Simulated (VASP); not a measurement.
## GeSb3O2: relaxation of cell and atoms with PBE

Crystal: GeSb3O2.

```xyz
6
Lattice="3.3019 0.0000 0.0000 0.0000 3.3019 0.0000 0.0000 0.0000 11.0781" Properties=species:S:1:pos:R:3 pbc="T T T"
Ge    0.0000    0.0000    5.5391
Sb    1.6509    1.6509    3.0104
Sb    1.6509    1.6509    8.0677
Sb    1.6509    1.6509    0.0000
O     1.6509    1.6509    5.5391
O     0.0000    0.0000    0.0000
```

The cell was generated, and may not be a known phase.

```yaml
Program: VASP 6.6.1
Task: relaxation of cell and atoms
Functional: PBE
Potentials_or_basis: VASP PAW PBE potentials, release 64 (Ge_d, Sb, O)
Cutoff: 600 eV
k_mesh: 6 × 6 × 2
Occupations: gaussian, width 0.1 eV
Spin: no spin polarisation
Dipole_correction: no
Further_INCAR_settings: ALGO = Normal; EDIFF = 1e-06; IBRION = 2; EDIFFG = -0.04; NSW = 90; ISIF = 3
```

The relaxed volume is 22.83 Å³/atom and the relaxed cell is a = 3.190 Å, b = 3.190 Å, c = 13.462 Å, α = 90.00°, β = 90.00°, γ = 90.00°. The space group after relaxing (to 0.1 Å) is P4/mmm (No. 123) and the energy gained by relaxing is 38.3 meV/atom. The ionic steps are 29. The pressure after relaxing is -0.1 GPa and the band gap on the k mesh is zero (an odd number of electrons rules out a gap without spin polarisation).

Stress tensor (GPa, compression positive):
```
-0.04  0.00  0.00
 0.00 -0.04  0.00
 0.00  0.00 -0.20
```

Step by step:
```csv
step,energy change (eV),largest force (eV/Å),pressure (GPa),volume (Å³)
1,0.0000,0.1146,0.86,120.78
2,-0.0694,0.0565,0.47,122.64
3,-0.0817,0.2268,0.17,124.67
4,-0.0847,0.1793,0.22,124.07
5,-0.0847,0.1739,0.30,124.01
6,-0.0877,0.1425,-0.23,124.86
7,-0.0881,0.1273,-0.52,125.29
8,-0.0901,0.1184,-0.50,125.26
9,-0.0954,0.0939,-0.41,125.19
10,-0.1032,0.0543,-0.16,125.03
11,-0.1133,0.0017,0.40,124.69
12,-0.1164,0.2157,2.28,123.94
13,-0.1191,0.0659,1.00,124.39
14,-0.1205,0.1307,1.58,124.17
15,-0.1219,0.1343,1.58,124.24
16,-0.1263,0.1457,1.67,124.47
17,-0.1343,0.1733,1.91,124.91
18,-0.1453,0.2441,2.40,125.78
19,-0.1312,0.4279,3.76,127.43
20,-0.1456,0.3046,2.76,126.29
21,-0.1676,0.2866,2.43,127.91
22,-0.2091,0.2281,1.50,132.79
23,-0.1964,0.1240,0.14,142.59
24,-0.2154,0.1977,0.87,137.20
25,-0.2207,0.1694,0.48,137.31
26,-0.2245,0.1212,-0.20,137.51
27,-0.2279,0.0709,-0.14,137.29
28,-0.2296,0.0180,-0.03,136.87
29,-0.2298,0.0006,-0.09,136.96
```

Final structure:
```cif
data_structure
_symmetry_space_group_name_H-M 'P 1'
_symmetry_Int_Tables_number 1
_cell_length_a 3.1896
_cell_length_b 3.1896
_cell_length_c 13.4625
_cell_angle_alpha 90.000
_cell_angle_beta 90.000
_cell_angle_gamma 90.000
_cell_volume 136.96
loop_
_atom_site_label
_atom_site_type_symbol
_atom_site_fract_x
_atom_site_fract_y
_atom_site_fract_z
_atom_site_occupancy
Ge1 Ge 0.00000 0.00000 0.50000 1
Sb1 Sb 0.50000 0.50000 0.22924 1
Sb2 Sb 0.50000 0.50000 0.77076 1
Sb3 Sb 0.50000 0.50000 0.00000 1
O1 O 0.50000 0.50000 0.50000 1
O2 O 0.00000 0.00000 0.00000 1
```

Levels at points of the mesh, in eV from the Fermi level:
| k point | band 16 | band 17 | band 18 | band 19 | band 20 | band 21 | band 22 | band 23 | band 24 |
| --- | --- | --- | --- | --- | --- | --- | --- | --- | --- |
| (0.00, 0.00, 0.00) | -3.87 | -3.87 | -1.89 | -1.88 | 1.39 | 3.09 | 3.67 | 3.67 | 3.71 |
| (0.50, 0.00, 0.00) | -3.36 | -2.94 | -2.44 | -1.65 | -0.73 | 0.15 | 0.32 | 0.52 | 1.69 |
| (0.50, 0.50, 0.00) | -3.77 | -2.62 | -2.54 | -2.54 | -2.45 | -2.45 | -0.91 | 1.63 | 1.73 |
| (0.00, 0.00, 0.50) | -3.87 | -3.87 | -2.13 | -1.55 | 2.01 | 2.01 | 3.67 | 3.67 | 3.71 |
| (0.50, 0.00, 0.50) | -3.09 | -2.94 | -2.89 | -1.48 | -0.81 | 0.26 | 0.31 | 0.98 | 1.05 |
| (0.50, 0.50, 0.50) | -3.77 | -2.55 | -2.53 | -2.53 | -2.47 | -2.47 | -1.03 | 1.62 | 1.87 |

It took 11 min on 1 thread of Intel(R) Xeon(R) 6975P-C (Granite Rapids), with other jobs on the host, peak memory 0.31 GiB.

Caveat: a cell axis changed by over 15 % at a fixed basis, so the end point is rough; spin-orbit coupling is left out, which moves the levels of the heavy elements; an odd number of electrons without spin polarisation forces a metal; a magnetic or distorted state may lie lower.
